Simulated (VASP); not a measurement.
# Sn3C: single point with PBE

The system is Sn3C.

```xyz
8
Lattice="8.2583 0.0000 0.0000 -4.1291 7.1519 0.0000 0.0000 0.0000 3.2700" Properties=species:S:1:pos:R:3 pbc="T T T"
Sn    0.0000    2.9386    0.8175
Sn    1.5843    5.6826    0.8175
Sn   -1.5843    5.6826    0.8175
Sn    4.1291    4.2133    2.4525
Sn    2.5449    1.4693    2.4525
Sn    5.7134    1.4693    2.4525
C     0.0000    4.7679    2.4525
C     4.1291    2.3840    0.8175
```

The cell was generated, and may not be a known phase.

```
Program             : VASP 6.6.1
Task                : single point
Functional          : PBE
Potentials or basis : VASP PAW PBE potentials, release 64 (Sn_d, C)
Cutoff              : 520 eV
k mesh              : 6 × 6 × 12
Occupations         : gaussian, width 0.1 eV
Spin                : no spin polarisation
```

```yaml
Pressure: 0.0 GPa
Largest_force: 0.013 eV/Å
Band_gap_on_the_k_mesh: zero (bands 46 and 47 overlap by 2.37 eV)
```

Forces on the atoms (eV/Å):
```
Sn   0.000 -0.013  0.000
Sn   0.011  0.006  0.000
Sn  -0.011  0.006  0.000
Sn   0.000  0.013  0.000
Sn  -0.011 -0.006  0.000
Sn   0.011 -0.006  0.000
C    0.000  0.000  0.000
C    0.000  0.000  0.000
```

Levels at points of the mesh, in eV from the Fermi level:
| k point | band 42 | band 43 | band 44 | band 45 | band 46 | band 47 | band 48 | band 49 | band 50 | band 51 |
| --- | --- | --- | --- | --- | --- | --- | --- | --- | --- | --- |
| (0.00, 0.00, 0.00) | -1.14 | -1.01 | -0.91 | -0.91 | -0.63 | -0.63 | -0.28 | 3.38 | 3.57 | 3.57 |
| (0.50, 0.00, 0.00) | -1.15 | -1.12 | -1.08 | -0.40 | 0.34 | 1.41 | 2.19 | 2.51 | 2.57 | 3.27 |
| (0.00, 0.00, 0.50) | -4.11 | -3.10 | -3.10 | 0.19 | 0.19 | 0.19 | 0.19 | 1.85 | 1.85 | 2.61 |
| (0.50, 0.00, 0.50) | -3.52 | -1.88 | -1.88 | -1.06 | -1.06 | -0.15 | -0.15 | 0.58 | 0.58 | 1.13 |

Run time: 7.1 min on 1 thread of Intel(R) Xeon(R) Platinum 8488C (Sapphire Rapids) (shared host), peak memory 0.54 GiB.

Caveat: spin-orbit coupling is left out, which moves the levels of the heavy elements.
